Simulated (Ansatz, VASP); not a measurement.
Two plane-wave programs on SnO2

INCAR

```
SYSTEM = SnO2
PREC = Accurate
ENCUT = 520
EDIFF = 1E-6
ISMEAR = 0
SIGMA = 0.05
LREAL = .FALSE.
LASPH = .TRUE.
NELM = 80
ALGO = Normal
ISIF = 2
LWAVE = .FALSE.
LCHARG = .FALSE.
GGA = PE
NBANDS = 35
```

The input KPOINTS:

```
regular mesh
0
G
  6 6 10
  0 0 0
```

POSCAR

```
SnO2
1.0
    4.9724015235      0.0000000000      0.0000000000
    0.0000000000      4.8275742947      0.0000000000
    0.0000000000      0.0000000000      3.2381011166
Sn O
2 4
Direct
    0.0000000000      0.0000000000      0.0000000000
    0.5000000000      0.5000000000      0.5000000000
    0.3065775573      0.3065775573      0.0000000000
    0.8065775573      0.1934224427      0.5000000000
    0.1934224427      0.8065775573      0.5000000000
    0.6934224427      0.6934224427      0.0000000000
```

Input for Ansatz:

```yaml
crystal:
  lattice:
    - [4.9724015235, 0.0, 0.0]
    - [0.0, 4.8275742947, 0.0]
    - [0.0, 0.0, 3.2381011166]
  atoms:
    - { symbol: Sn, position: [0.0, 0.0, 0.0] }
    - { symbol: Sn, position: [0.5, 0.5, 0.5] }
    - { symbol: O, position: [0.3065775573, 0.3065775573, 0.0] }
    - { symbol: O, position: [0.8065775573, 0.1934224427, 0.5] }
    - { symbol: O, position: [0.1934224427, 0.8065775573, 0.5] }
    - { symbol: O, position: [0.6934224427, 0.6934224427, 0.0] }
basis:
  ecutwfc: 420
  ecutrho_ratio: 4
kpoints:
  mp_grid: { grid: [6, 6, 10] }
hamiltonian:
  xc: pbe
scf:
  occupations: { method: gaussian, width: 0.05 }
output:
  forces: true
  stress: true
  eigenvalues: true
```

Change from the starting cell: strain e1 = +0.03, atoms carried along.

Alike in both runs: task single point; functional PBE; k mesh 6 × 6 × 10; occupations gaussian, width 0.05 eV; no spin polarisation.

```csv
,VASP,Ansatz
version,VASP 6.6.1,Ansatz 0.2.0
potentials or method,"VASP PAW PBE potentials, release 64 (Sn_d, O), cutoff 520 eV","scalar-relativistic, plane waves, PAW"
valence electrons in the cell,52,52
```

```csv
,VASP,Ansatz,Ansatz less VASP
gap on the k mesh at the Fermi level (eV),0.41,0.43,+0.012
least direct gap on the mesh (eV),0.41,0.43,+0.012
pressure (GPa),-3.9,-4.5,-0.55
"traceless stress, the component that is largest in VASP (GPa)",-1.74,-1.65,+0.085
rms of the force components (eV/Å),0.038,0.047,+0.0092
```

Atom by atom the forces differ by 0.009 eV/Å (rms over components).
